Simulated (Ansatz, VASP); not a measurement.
## Mg in VASP and in Ansatz

POSCAR

```
Mg
1.0
    2.9936848011      0.0000000000      0.0000000000
    0.0000000000      2.9936848011      0.0000000000
    0.0000000000      0.0000000000      2.9936848011
Mg
1
Direct
    0.0000000000      0.0000000000      0.0000000000
```

File INCAR.step1:

```
PREC = Accurate
ENCUT = 520
ISMEAR = -1
SIGMA = 0.1
LREAL = False
LASPH = True
NELM = 60
NBANDS = 7
GGA = PE
ALGO = Normal
EDIFF = 1E-4
LWAVE = True
LCHARG = False
```

File INCAR.step2:

```
PREC = Accurate
ENCUT = 520
EDIFF = 1E-7
ISMEAR = -1
SIGMA = 0.1
LREAL = False
LASPH = True
NELM = 60
ALGO = Normal
ISIF = 2
LWAVE = False
LCHARG = False
METAGGA = R2SCAN
LMIXTAU = True
NBANDS = 7
ISTART = 1
```

File KPOINTS:

```
regular mesh
0
Gamma
  12 12 12
```

Input for Ansatz:

```yaml
crystal:
  lattice:
    - [2.9936848011, 0.0, 0.0]
    - [0.0, 2.9936848011, 0.0]
    - [0.0, 0.0, 2.9936848011]
  atoms:
    - { symbol: Mg, position: [0.0, 0.0, 0.0] }
hamiltonian:
  xc: r2scan
  pseudopotentials:
    kind: paw
    azcp:
      Mg: "pseudopotentials/Mg.paw.azcp"
basis:
  ecutwfc: 500
  fft_grid_basis: typed
kpoints:
  mp_grid: { grid: [12, 12, 12], shift: [0, 0, 0] }
magnetization:
  spin_polarized: false
scf:
  occupations: { method: fermi_dirac, width: 0.1 }
  lower_state_search: "off"
output:
  stress: true
```

Alike in both runs: task single point; functional r2SCAN; k mesh 12 × 12 × 12; occupations fermi-dirac, width 0.1 eV; no spin polarisation.

```csv
,VASP,Ansatz
version,VASP 6.6.1,Ansatz 0.2.0
potentials or method,"VASP PAW PBE potentials, release 64 (Mg), cutoff 520 eV","plane waves (500 eV) with PAW, scalar-relativistic"
valence electrons in the cell,2,10
```

|  | VASP | Ansatz | Ansatz less VASP |
| --- | --- | --- | --- |
| pressure (GPa) | -0.1 | 0.0 | +0.14 |

VASP's potentials were made for PBE, not for r2SCAN. VASP's potentials hold 2 valence electrons a cell and Ansatz's 10, so a difference there can come from the potentials and not from the codes.
